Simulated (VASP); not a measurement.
A run of VASP 6.6.1:

File INCAR:

```
ALGO = Normal
EDIFF = 1E-7
ENCUT = 520
ISIF = 2
ISMEAR = -1
LASPH = T
LCHARG = F
LREAL = F
LWAVE = F
NBANDS = 15
NELM = 100
PREC = Accurate
SIGMA = 0.05
```

File KPOINTS:

```
k-points
0
Gamma
  7 7 7
```

The input POSCAR:

```
BaS
1.0
    0.0000000000      3.1505859250      3.1505859250
    3.1505859250      0.0000000000      3.1505859250
    3.1505859250      3.1505859250      0.0000000000
Ba S
1 1
Direct
    0.0000000000      0.0000000000      0.0000000000
    0.5000000000      0.5000000000      0.5000000000
```

Potentials or basis: VASP PAW LDA potentials, release 64 (Ba_sv, S).

Command:

```sh
$ cat potpaw_LDA.64/Ba_sv/POTCAR potpaw_LDA.64/S/POTCAR > POTCAR
$ mpirun -np 1 vasp_std > vasp.out
```

Hardware: 1 thread of Intel Xeon 8259CL (shared host).

**Question.** Estimate the wall time of this run.

**Answer.** Wall time 26 s on 1 thread of Intel Xeon 8259CL (shared host), peak memory 0.18 GiB. Counts: scf iterations 13, k points 20.
